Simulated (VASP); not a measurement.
# MgO (P-1) in VASP: further runs

The runs below take MgO through single point, with LDA.

Program: VASP 6.6.1. These are calculated values, not measurements. Logs are shortened: lines on timing, memory, paths and dates and some standing lists are left out, and cuts for length are marked.

## (1) The cell of the first run

The typed cell holds 12 atoms: a = 3.452 Å, b = 3.452 Å, c = 12.460 Å, α = 85.59°, β = 86.47°, γ = 60.00°.

## (2) Single point, LDA

INCAR reads:

```
  ALGO = Normal
  EDIFF = 1E-6
  ENCUT = 520
  GGA = CA
  ISIF = 2
  ISMEAR = 0
  LASPH = T
  LCHARG = F
  LREAL = F
  LWAVE = F
  NBANDS = 36
  NELM = 100
  PREC = Accurate
  SIGMA = 0.05
```

KPOINTS reads:

```
k-points
0
Gamma
  8 8 2
```

POSCAR reads:

```
MgO
1.0
   -3.4517839558      0.0000000000      0.0000000000
   -1.7258919779     -2.9893325941      0.0000000000
   -0.7670631013     -0.6642961320     12.4189476803
Mg O
6 6
Direct
    0.6574055556      0.6481444444      0.0833500000
    0.6203685185      0.5740703704      0.4166833333
    0.5833314815      0.4999962963      0.7500166667
    0.2314796296      0.1296259259      0.9166833333
    0.3055537037      0.2777740741      0.2500166667
    0.2685166667      0.2037000000      0.5833500000
    0.5648129630      0.4629592593      0.9166833333
    0.6388870370      0.6111074074      0.2500166667
    0.6018500000      0.5370333333      0.5833500000
    0.3240722222      0.3148111111      0.0833500000
    0.2870351852      0.2407370370      0.4166833333
    0.2499981481      0.1666629630      0.7500166667
```

Potentials or basis: VASP PAW LDA potentials, release 64 (Mg, O).

On the command line:

```console
> cat potpaw_LDA.64/Mg/POTCAR potpaw_LDA.64/O/POTCAR > POTCAR
> mpirun -np 1 vasp_std > vasp.out
```

OUTCAR:

```text
EDIFF = 1E-6
   ENCUT = 520
   GGA = CA
   ISIF = 2
   ISMEAR = 0
   LASPH = T
   LREAL = F
   NELM = 100
   PREC = Accurate

 ion  position               nearest neighbor table
   1  0.657  0.648  0.083-  10 1.99  10 1.99  10 1.99   8 2.07   7 2.31   4 2.58   4 2.82   5 2.87
                             5 2.87   5 2.87   4 3.64   4 3.64
   2  0.620  0.574  0.417-  11 1.99  11 1.99  11 1.99   8 2.07   9 2.07   5 2.87   5 2.87   5 2.87
                             6 2.87   6 2.87   6 2.87
   3  0.583  0.500  0.750-  12 1.99  12 1.99  12 1.99   7 2.07   9 2.07   4 2.87   4 2.87   4 2.87
                             6 2.87   6 2.87   6 2.87
   4  0.231  0.130  0.917-   7 1.99   7 1.99   7 1.99  12 2.07  10 2.31   1 2.58   1 2.82   3 2.87
                             3 2.87   3 2.87   1 3.64   1 3.64
   5  0.306  0.278  0.250-   8 1.99   8 1.99   8 1.99  11 2.07  10 2.07   2 2.87   2 2.87   2 2.87
                             1 2.87   1 2.87   1 2.87
   6  0.269  0.204  0.583-   9 1.99   9 1.99   9 1.99  12 2.07  11 2.07   2 2.87   2 2.87   3 2.87
                             3 2.87   3 2.87   2 2.87
   7  0.565  0.463  0.917-   4 1.99   4 1.99   4 1.99   3 2.07   1 2.31
   8  0.639  0.611  0.250-   5 1.99   5 1.99   5 1.99   2 2.07   1 2.07
   9  0.602  0.537  0.583-   6 1.99   6 1.99   6 1.99   3 2.07   2 2.07
  10  0.324  0.315  0.083-   1 1.99   1 1.99   1 1.99   5 2.07   4 2.31
  11  0.287  0.241  0.417-   2 1.99   2 1.99   2 1.99   5 2.07   6 2.07
  12  0.250  0.167  0.750-   3 1.99   3 1.99   3 1.99   4 2.07   6 2.07

  LATTYP: Found a triclinic cell.
 ALAT       =     5.9786651882
 B/A-ratio  =     0.5773502692
 C/A-ratio  =     2.2383649852
 COS(alpha) =     0.0143296626
 COS(beta)  =     0.1985576291
 COS(gamma) =     0.8660254038

  Lattice vectors:

 A1 = (  -5.1776759337,   2.9893325941,   0.0000000000)
 A2 = (  -1.7258919779,   2.9893325941,   0.0000000000)
 A3 = (  -4.4106128324,  -2.3250364621, -12.4189476803)

Analysis of symmetry for initial positions (statically):
=====================================================================
 Subroutine PRICEL returns:
 Original cell was already a primitive cell.

 Routine SETGRP: Setting up the symmetry group for a
 triclinic supercell.

 Subroutine GETGRP returns: Found  2 space group operations
 (whereof  1 operations were pure point group operations)
 out of a pool of  2 trial point group operations.

[... 140 lines left out ...]
   IBRION =     -1    ionic relax: 0-MD 1-quasi-New 2-CG
   NFREE  =      0    steps in history (QN), initial steepest desc. (CG)
   ISIF   =      2    stress and relaxation
   ISYM   =      2    0-nonsym 1-usesym 2-fastsym
   POTIM  = 0.5000    time-step for ionic-motion
   TEBEG  =    0.0;   TEEND  =   0.0 temperature during run
   PSTRESS=    0.0 pullay stress
   NELECT =      48.0000    total number of electrons
   NUPDOWN=      -1.0000    fix difference up-down
   EMIN   =  10.00;   EMAX   =-10.00  energy-range for DOS
   EFERMI =   0.00;   METHOD = LEGACY
   ISMEAR =     0;   SIGMA  =   0.05  broadening in eV -4-tet -1-fermi 0-gaus
   EFERMI_NEDOS =   21; number of points for ismear=-14 and -15
   IALGO  =     38    algorithm
   IMIX   =      4    mixing-type and parameters
     AMIX     =   0.40;   BMIX     =  1.00
     AMIX_MAG =   1.60;   BMIX_MAG =  1.00
  volume/ion in A,a.u.               =      10.68        72.06
  Fermi-wavevector in a.u.,A,eV,Ry     =   1.180106  2.230077 18.948157  1.392650
  Thomas-Fermi vector in A             =   2.316405
   LORBIT       =      0    0 simple, 1 ext, 2 COOP (PROOUT), +10 PAW based schemes
   GGA     = CA    functional components
   LHFCALC =     F    Hartree Fock is set to
   AEXX    =    0.0000 exact exchange contribution
   IVDW    =     0    specifies the selected vdW correction
   LEPSILON=     F    determine dielectric tensor
   LRPA    =     F    only Hartree local field effects (RPA)
 non-spin polarized calculation
 Gauss-broadening in eV      SIGMA  =   0.05
  energy-cutoff  :      520.00
  volume of cell :      128.15
 maximum number of plane-waves:      3483
 NGX is ok and might be reduce to    28

 number of electron      48.0000017 magnetization

 Free energy of the ion-electron system (eV)
  ---------------------------------------------------
  ext. energy  EPLUGINS =         0.00000000
  ---------------------------------------------------
  free energy    TOTEN  =       -78.02729682 eV

  energy without entropy =      -78.02729682  energy(sigma->0) =      -78.02729682

 E-fermi :   2.7466     XC(G=0): -10.7484

 val. band max:        2.5143170124   @ k =   0.0000   0.0000   0.0000
 cond. band min:       5.0728810843   @ k =   0.0000   0.0000   0.0000
 fundamental gap:      2.5585640719
 Fermi energy:         2.7466199064

 k-point     1 :       0.0000    0.0000    0.0000
  band No.  band energies     occupation
      1     -14.8586      2.00000
      2     -14.4880      2.00000
      3     -14.4304      2.00000
      4     -13.6836      2.00000
      5     -13.5923      2.00000
      6     -13.1819      2.00000
[... 925 lines left out ...]
     35      14.1591      0.00000
     36      14.4811      0.00000

 [... further k-points ...]
[... 5 lines left out ...]
  --------------------------------------------------------------------------------------
  -------------------------------------------------------------------------------------
  Total       -2.6386581     -3.3023398      3.1978313     -1.3580525      3.5184109      4.3725571
  in kB      -32.9906651    -41.2885570     39.9819055    -16.9794843     43.9900545     54.6692891
  external PRESSURE =     -11.4324388 kB  Pullay stress =       0.0000000 kB

 VOLUME and BASIS-vectors are now :
 -----------------------------------------------------------------------------
  energy-cutoff  :      520.00
  volume of cell :      128.15
      direct lattice vectors                 reciprocal lattice vectors
    -3.451783956  0.000000000  0.000000000    -0.289705269  0.167261415 -0.008946902
    -1.725891978 -2.989332594  0.000000000     0.000000000 -0.334522830 -0.017893805
    -0.767063101 -0.664296132 12.418947680     0.000000000  0.000000000  0.080522120

 POSITION                                       TOTAL-FORCE (eV/Angst)
 -----------------------------------------------------------------------------------
     -3.45178     -1.99289      1.03512         0.118791      0.705774      0.991368
     -3.45178     -1.99289      5.17477         0.001840      0.000244      0.002107
     -3.45178     -1.99289      9.31442        -0.051779     -0.029211     -0.058294
     -1.72589     -0.99644     11.38424        -0.118791     -0.705774     -0.991368
     -1.72589     -0.99644      3.10494         0.051779      0.029211      0.058294
     -1.72589     -0.99644      7.24459        -0.001840     -0.000244     -0.002107
     -3.45178     -1.99289     11.38424        -1.694880     -0.876597     -1.091076
     -3.45178     -1.99289      3.10494         0.046715      0.011021     -0.012834
     -3.45178     -1.99289      7.24459         0.000593      0.000872     -0.001838
     -1.72589     -0.99644      1.03512         1.694880      0.876597      1.091076
     -1.72589     -0.99644      5.17477        -0.000593     -0.000872      0.001838
     -1.72589     -0.99644      9.31442        -0.046715     -0.011021      0.012834
 -----------------------------------------------------------------------------------
    total drift:                               -0.000063      0.000021     -0.000001

  FREE ENERGIE OF THE ION-ELECTRON SYSTEM (eV)
  ---------------------------------------------------
  free  energy   TOTEN  =       -78.0272968165 eV

  energy  without entropy=      -78.0272968165  energy(sigma->0) =      -78.02729682
```

OSZICAR:

```text
N       E                     dE             d eps       ncg     rms          rms(c)
DAV:   1     0.237950716866E+03    0.23795E+03   -0.23179E+04  4896   0.120E+03
DAV:   2    -0.715415135433E+02   -0.30949E+03   -0.29593E+03  6400   0.262E+02
DAV:   3    -0.902940282782E+02   -0.18753E+02   -0.18653E+02  6100   0.669E+01
DAV:   4    -0.904355478504E+02   -0.14152E+00   -0.14142E+00  5944   0.667E+00
DAV:   5    -0.904366294059E+02   -0.10816E-02   -0.10814E-02  5988   0.574E-01    0.192E+01
DAV:   6    -0.785847064056E+02    0.11852E+02   -0.46309E+01  5732   0.330E+01    0.628E+00
DAV:   7    -0.782638516731E+02    0.32085E+00   -0.86396E-01  5452   0.505E+00    0.374E+00
DAV:   8    -0.780336185626E+02    0.23023E+00   -0.38579E-01  5904   0.440E+00    0.694E-01
DAV:   9    -0.780270098611E+02    0.66087E-02   -0.32867E-02  6044   0.975E-01    0.193E-01
DAV:  10    -0.780276669802E+02   -0.65712E-03   -0.33941E-03  5860   0.316E-01    0.155E-01
DAV:  11    -0.780273044999E+02    0.36248E-03   -0.12829E-03  5968   0.230E-01    0.373E-02
DAV:  12    -0.780272996242E+02    0.48757E-05   -0.23087E-04  5984   0.959E-02    0.996E-03
DAV:  13    -0.780272989101E+02    0.71408E-06   -0.10253E-05  6148   0.299E-02    0.871E-03
DAV:  14    -0.780272967077E+02    0.22024E-05   -0.63883E-06  5932   0.302E-02    0.236E-03
DAV:  15    -0.780272968165E+02   -0.10877E-06   -0.36435E-06  5396   0.109E-02
   1 F= -.78027297E+02 E0= -.78027297E+02  d E =-.930350E-13
```

stdout:

```text
POSCAR found type information on POSCAR MgO
 POSCAR found :  2 types and      12 ions
 scaLAPACK will be used
 LDA part: xc-table for (Slater(with rela. corr.)+CA(PZ))
 , standard interpolation
 POSCAR, INCAR and KPOINTS ok, starting setup
 FFT: planning ... GRIDC
 FFT: planning ... GRID_SOFT
 FFT: planning ... GRID
 WAVECAR not read
 entering main loop
```

Run time: 3.4 min. Hardware: 1 thread of Intel Xeon 6975P-C (Granite Rapids), shared host; peak memory 0.37 GiB.

Results:

```yaml
Free_energy: -78.0273 eV
Pressure: -1.1 GPa
Largest_force: 2.198 eV/Å
Band_gap_on_the_k_mesh: 2.56 eV, direct
```

Forces on the atoms (eV/Å):
```
Mg   0.119  0.706  0.991
Mg   0.002  0.000  0.002
Mg  -0.052 -0.029 -0.058
Mg  -0.119 -0.706 -0.991
Mg   0.052  0.029  0.058
Mg  -0.002  0.000 -0.002
O   -1.695 -0.877 -1.091
O    0.047  0.011 -0.013
O    0.001  0.001 -0.002
O    1.695  0.877  1.091
O   -0.001 -0.001  0.002
O   -0.047 -0.011  0.013
```

Caveat: forces of over 1 eV/Å act on the atoms, so gaps and moduli don't describe the material at rest. A k mesh can miss the band edges.

## (3) Single point, LDA

This run uses another cell than the first one, of the same volume but with other edges.

INCAR reads:

```
SYSTEM = MgO
  PREC = Accurate
  ENCUT = 520
  EDIFF = 1E-6
  ISMEAR = 0
  SIGMA = 0.05
  LREAL = .FALSE.
  LASPH = .TRUE.
  NELM = 100
  ALGO = Normal
  ISIF = 2
  LWAVE = .FALSE.
  LCHARG = .FALSE.
  GGA = CA
  NBANDS = 36
```

KPOINTS reads:

```
Automatic mesh
0
G
  8 8 2
  0 0 0
```

POSCAR reads:

```
MgO
1.0
   -3.4517839558      0.0000000000      0.0000000000
   -1.7258919779     -2.9893325941      0.0000000000
   -2.4929550792     -2.3250364621     12.4189476803
Mg O
6 6
Direct
    0.6388833333      0.6018388889      0.0833500000
    0.5277722222      0.3425796296      0.4166833333
    0.4166611111      0.0833203704      0.7500166667
    0.0277722222     -0.3796425926      0.9166833333
    0.2499944444      0.1388759259      0.2500166667
    0.1388833333     -0.1203833333      0.5833500000
    0.3611055556     -0.0463092593      0.9166833333
    0.5833277778      0.4722092593      0.2500166667
    0.4722166667      0.2129500000      0.5833500000
    0.3055500000      0.2685055556      0.0833500000
    0.1944388889      0.0092462963      0.4166833333
    0.0833277778     -0.2500129630      0.7500166667
```

Potentials or basis: VASP PAW LDA potentials, release 64 (Mg, O).

On the command line:

```console
> cat potpaw_LDA.64/Mg/POTCAR potpaw_LDA.64/O/POTCAR > POTCAR
> mpirun -np 1 vasp_std > vasp.out
```

It took 2.6 min on 1 thread of Intel Xeon 6975P-C (Granite Rapids), shared host; peak memory 0.36 GiB.

It converged, with:

```
Free energy            : -77.9646 eV
Pressure               : -1.6 GPa
Largest force          : 2.697 eV/Å
Band gap on the k mesh : 3.06 eV, direct
```

Forces in eV/Å, atoms in the order of the input:
```
Mg   1.692 -0.766  1.955
Mg  -0.001  0.000  0.001
Mg  -0.016  0.026 -0.026
Mg  -1.692  0.766 -1.955
Mg   0.016 -0.026  0.026
Mg   0.001  0.000 -0.001
O   -0.349  0.772 -0.158
O   -0.022 -0.008 -0.010
O    0.001 -0.001 -0.002
O    0.349 -0.772  0.158
O   -0.001  0.001  0.002
O    0.022  0.008  0.010
```

Stress tensor (GPa, compression positive):
```
-4.53  2.48  5.20
 2.48 -3.95 -4.24
 5.20 -4.24  3.76
```

Levels at points of the mesh, in eV from the valence-band top:
```tsv
k point	band 22	band 23	band 24	band 25	band 26	band 27
(0.00, 0.00, 0.00)	-1.11	-0.82	0.00	3.06	4.68	4.99
(0.50, 0.00, 0.00)	-0.93	-0.73	-0.38	6.54	6.82	6.91
(0.00, 0.50, 0.00)	-0.87	-0.76	-0.46	6.36	6.57	6.82
(0.50, 0.50, 0.00)	-0.87	-0.77	-0.47	5.99	6.72	6.81
(0.00, 0.00, 0.50)	-0.89	-0.72	-0.36	3.46	3.85	5.98
(0.50, 0.00, 0.50)	-0.89	-0.87	-0.42	6.56	6.78	7.00
(0.00, 0.50, 0.50)	-0.89	-0.62	-0.38	6.37	6.56	6.82
(0.50, 0.50, 0.50)	-0.89	-0.62	-0.38	5.99	6.70	6.84
```

Caveat: forces of over 1 eV/Å act on the atoms, so gaps and moduli don't describe the material at rest. A k mesh can miss the band edges.

## (4) Single point, LDA

INCAR reads:

```
ALGO = Normal ; EDIFF = 1E-7
ENCUT = 520 ; ISIF = 2
ISMEAR = 0 ; LASPH = True
LCHARG = False ; LREAL = False
LWAVE = False ; NBANDS = 36
NELM = 80 ; PREC = Accurate
SIGMA = 0.05
```

KPOINTS reads:

```
k-points
0
Gamma
  8 8 2
```

POSCAR reads:

```
MgO
1.0
   -3.4517839558      0.0000000000      0.0000000000
   -1.7258919779     -2.9893325941      0.0000000000
   -0.9588288766     -0.9964441980     12.4189476803
Mg O
6 6
Direct
    0.6574055556      0.6388833333      0.0833500000
    0.6203685185      0.5277722222      0.4166833333
    0.5833314815      0.4166611111      0.7500166667
    0.2314796296      0.0277722222      0.9166833333
    0.3055537037      0.2499944444      0.2500166667
    0.2685166667      0.1388833333      0.5833500000
    0.5648129630      0.3611055556      0.9166833333
    0.6388870370      0.5833277778      0.2500166667
    0.6018500000      0.4722166667      0.5833500000
    0.3240722222      0.3055500000      0.0833500000
    0.2870351852      0.1944388889      0.4166833333
    0.2499981481      0.0833277778      0.7500166667
```

On the command line:

```console
> cat potpaw_LDA.64/Mg/POTCAR potpaw_LDA.64/O/POTCAR > POTCAR
> mpirun -np 1 vasp_std > vasp.out
```

It took 3 min on 1 thread of Intel Xeon 6975P-C (Granite Rapids), shared host; peak memory 0.36 GiB.

It converged, with:

* Free energy: -77.1905 eV
* Pressure: -0.5 GPa
* Largest force: 2.744 eV/Å
* Band gap on the k mesh: 2.01 eV, direct

Forces in eV/Å, atoms in the order of the input:
```
Mg  -0.403  0.816  1.627
Mg   0.002  0.000  0.003
Mg  -0.053 -0.014 -0.092
Mg   0.403 -0.816 -1.627
Mg   0.053  0.014  0.092
Mg  -0.002  0.000 -0.003
O   -1.810 -0.345 -2.033
O    0.063 -0.008 -0.020
O    0.000  0.001 -0.003
O    1.810  0.345  2.033
O    0.000 -0.001  0.003
O   -0.063  0.008  0.020
```

Stress tensor (GPa, compression positive):
```
-3.48 -2.94  4.57
-2.94 -6.31  3.04
 4.57  3.04  8.30
```

Levels at points of the mesh, in eV from the valence-band top:
```
           k point  band 20  band 21  band 22  band 23  band 24  band 25  band 26  band 27  band 28  band 29
(0.00, 0.00, 0.00)    -1.74    -1.70    -1.67    -1.61     0.00     2.01     3.76     4.36     6.53     6.78
(0.50, 0.00, 0.00)    -1.80    -1.63    -1.48    -1.41    -0.19     4.49     5.94     6.21     6.43     6.63
(0.00, 0.50, 0.00)    -1.74    -1.74    -1.50    -1.47    -0.10     5.52     5.76     6.17     6.45     6.47
(0.50, 0.50, 0.00)    -1.89    -1.76    -1.51    -1.34    -0.16     5.18     5.98     6.23     6.40     6.84
(0.00, 0.00, 0.50)    -1.87    -1.68    -1.61    -1.33    -0.21     2.24     3.29     5.12     5.54     7.88
(0.50, 0.00, 0.50)    -1.75    -1.66    -1.61    -1.39    -0.21     4.49     5.94     6.23     6.35     6.81
(0.00, 0.50, 0.50)    -1.88    -1.69    -1.56    -1.42    -0.11     5.52     5.77     6.23     6.27     6.90
(0.50, 0.50, 0.50)    -1.70    -1.60    -1.51    -1.47    -0.18     5.18     5.97     6.22     6.43     6.65
```

Caveat: forces of over 1 eV/Å act on the atoms, so gaps and moduli don't describe the material at rest.

## (5) Summary

```tsv
cell	gap on the mesh (eV)	pressure (GPa)	largest force (eV/Å)
a = 3.452, b = 3.452, c = 12.460 Å, angles 85.6, 86.5, 60.0°, 12 atoms	2.56	-1.1	2.20
a = 3.452, b = 3.452, c = 12.878 Å, angles 75.3, 78.8, 60.0°, 12 atoms	3.06	-1.6	2.70
a = 3.452, b = 3.452, c = 12.496 Å, angles 83.8, 85.6, 60.0°, 12 atoms	2.01	-0.5	2.74
```

Alike in all rows: task single point; level LDA; potentials or basis VASP PAW LDA potentials, release 64 (Mg, O); no spin polarisation; k mesh 8 × 8 × 2; cutoff (eV) 520; smearing gaussian 0.05 eV.

Caveats: forces of over 1 eV/Å act on the atoms, so gaps and moduli don't describe the material at rest.

Absolute energies hang on the potentials; compare differences alone.
